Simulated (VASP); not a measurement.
Write the native input for VASP 6.6.1 that does the following.

- Task: single point
- Functional: PBE
- Potentials or basis: VASP PAW PBE potentials, release 64 (La, Be)
- Cutoff: 520 eV
- k mesh: 4 × 4 × 4
- Occupations: gaussian, width 0.1 eV
- Spin: no spin polarisation
- Dipole correction: no
- Further INCAR settings: ALGO = Normal; EDIFF = 1e-06; NBANDS = 30

The structure of La3Be4 lies in POSCAR:

```
La3Be4
1.0
    5.0620738100      0.0000000000      0.0000000000
    0.0000000000      5.0620738100      0.0000000000
    0.0000000000      0.0000000000      5.0620738100
La Be
3 4
Direct
    0.0000000000      0.0000000000      0.5000000000
    0.5000000000      0.0000000000      0.0000000000
    0.0000000000      0.5000000000      0.0000000000
    0.7206873300      0.7206873300      0.7206873300
    0.2793126700      0.2793126700      0.7206873300
    0.2793126700      0.7206873300      0.2793126700
    0.7206873300      0.2793126700      0.2793126700
```

The cell was built from a structure type or drawn by symmetry, and may not be a known phase.

One way to write it, as run:

INCAR

```
SYSTEM = La3Be4
  PREC = Accurate
  ENCUT = 520
  EDIFF = 1E-6
  ISMEAR = 0
  SIGMA = 0.1
  LREAL = .FALSE.
  LASPH = .TRUE.
  NELM = 100
  ALGO = Normal
  ISIF = 2
  LWAVE = .FALSE.
  LCHARG = .TRUE.
  GGA = PE
  LELF = .TRUE.
  LVHAR = .TRUE.
  NBANDS = 30
```

KPOINTS

```
Automatic mesh
0
G
  4 4 4
  0 0 0
```

Potentials or basis: VASP PAW PBE potentials, release 64 (La, Be).

Command:

```console
$ cat potpaw_PBE.64/La/POTCAR potpaw_PBE.64/Be/POTCAR > POTCAR
$ mpirun -np 1 vasp_std > vasp.out
```

Results of the run:

```
Pressure               : 29.1 GPa
Largest force          : 5.212 eV/Å
Band gap on the k mesh : zero (an odd number of electrons rules out a gap without spin polarisation)
```

Caveat: the cell stands under pressure; spin-orbit coupling is left out, which moves the levels of the heavy elements; forces of over 1 eV/Å act on the atoms, so gaps and moduli don't describe the material at rest.

Run time: 30 s on 1 thread of Intel(R) Xeon(R) 6975P-C (Granite Rapids), with other jobs on the host, peak memory 0.26 GiB.
